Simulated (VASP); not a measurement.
## VSi: single point with PBE

The system is VSi.

```
V Si
1.0
     1.70912    0.98676    2.88293
    -1.70912    0.98676    2.88293
     0.00000   -1.97352    2.88293
V Si
1 1
Cartesian
  0.0000 0.0000 0.0000
  0.0000 0.0000 4.3244
```

- Program: VASP 6.6.1
- Task: single point
- Functional: PBE
- Potentials or basis: VASP PAW PBE potentials, release 64 (V_sv, Si)
- Cutoff: 520 eV
- k mesh: 18 × 18 × 18
- Occupations: gaussian, width 0.1 eV
- Spin: no spin polarisation
- Dipole correction: no
- Further INCAR settings: ALGO = Normal; EDIFF = 1e-06; NBANDS = 16

```json
{
  "Pressure": "0.0 GPa",
  "Band gap on the k mesh": "zero (an odd number of electrons rules out a gap without spin polarisation)"
}
```

Levels at points of the mesh, in eV from the Fermi level:
| k point | band 4 | band 5 | band 6 | band 7 | band 8 | band 9 | band 10 | band 11 | band 12 | band 13 |
| --- | --- | --- | --- | --- | --- | --- | --- | --- | --- | --- |
| (0.00, 0.00, 0.00) | -38.24 | -11.23 | -1.07 | -0.85 | -0.85 | -0.62 | -0.62 | 3.22 | 3.71 | 3.71 |
| (0.50, 0.00, 0.00) | -38.26 | -7.54 | -5.93 | -2.62 | -2.41 | 0.64 | 0.79 | 1.64 | 5.57 | 6.75 |
| (0.50, 0.50, 0.00) | -38.27 | -7.75 | -4.30 | -2.54 | -0.10 | 0.06 | 0.31 | 1.05 | 1.08 | 2.13 |
| (0.50, 0.50, 0.50) | -38.25 | -7.83 | -5.99 | -2.32 | -2.32 | 0.66 | 0.66 | 1.45 | 5.96 | 7.25 |

Run time: 120 s on 1 thread of Intel(R) Xeon(R) 6975P-C (Granite Rapids), on a shared host, peak memory 0.37 GiB.
